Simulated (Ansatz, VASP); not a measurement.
Cr in VASP and in Ansatz

```
CELL_PARAMETERS angstrom
-1.42252 1.42252 1.42252
1.42252 -1.42252 1.42252
1.42252 1.42252 -1.42252
ATOMIC_POSITIONS crystal
Cr 0.00000 0.00000 0.00000
```

Alike in both runs: task relaxation of cell and atoms; functional PBE; k mesh 28 × 28 × 28; occupations gaussian, width 0.1 eV; no spin polarisation.

|  | VASP | Ansatz |
| --- | --- | --- |
| version | VASP 6.6.1 | Ansatz 0.2.0 |
| potentials or method | VASP PAW PBE potentials, release 64 (Cr_pv), cutoff 600 eV | scalar-relativistic, plane waves, PAW |
| valence electrons in the cell | 12 | 14 |

Ansatz gave:

| Item | Value |
| --- | --- |
| gap on the k mesh at the Fermi level, each at its own relaxed structure (eV) | none |
| relaxed volume (Å³/atom) | 11.55 |
| relaxed cell length with the largest relative difference (Å) | 2.466 |

Question: What did VASP give for the same quantities?

Answer: gap on the k mesh at the Fermi level, each at its own relaxed structure (eV): none; relaxed volume (Å³/atom): 11.53; relaxed cell length with the largest relative difference (Å): 2.465.

A gap of «none» marks a metal or a gap that the smearing closes. VASP's potentials hold 12 valence electrons a cell and Ansatz's 14, so a difference there can come from the potentials and not from the codes.
